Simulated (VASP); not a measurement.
Input of a VASP 6.6.1 run:

INCAR

```
SYSTEM = BeTe
ALGO = Normal
EDIFF = 1E-6
ENCUT = 520
GGA = PE
ISIF = 2
ISMEAR = -1
LASPH = .TRUE.
LCHARG = .FALSE.
LREAL = .FALSE.
LWAVE = .FALSE.
NBANDS = 11
NELM = 80
PREC = Accurate
SIGMA = 0.05
```

KPOINTS

```
k-points
0
G
  13 13 13
  0 0 0
```

The input POSCAR:

```
BeTe
1.0
    0.0000000000      2.6438378004      2.6438378004
    2.6438378004      0.0000000000      2.6438378004
    2.6438378004      2.6438378004      0.0000000000
Be Te
1 1
Direct
    0.0000000000      0.0000000000      0.0000000000
    0.5000000000      0.5000000000      0.5000000000
```

Potentials or basis: VASP PAW PBE potentials, release 64 (Be, Te).

Run with:

```console
$ cat potpaw_PBE.64/Be/POTCAR potpaw_PBE.64/Te/POTCAR > POTCAR
$ mpirun -np 1 vasp_std > vasp.out
```

Question: Predict the pressure.

Answer: 3.1 GPa.

Question: Predict the band gap on the k mesh.

Answer: Zero (band 4 reaches 8.10 eV, above the bottom of band 5 at 6.89 eV).

Caveat: spin-orbit coupling is left out, which moves the levels of the heavy elements.
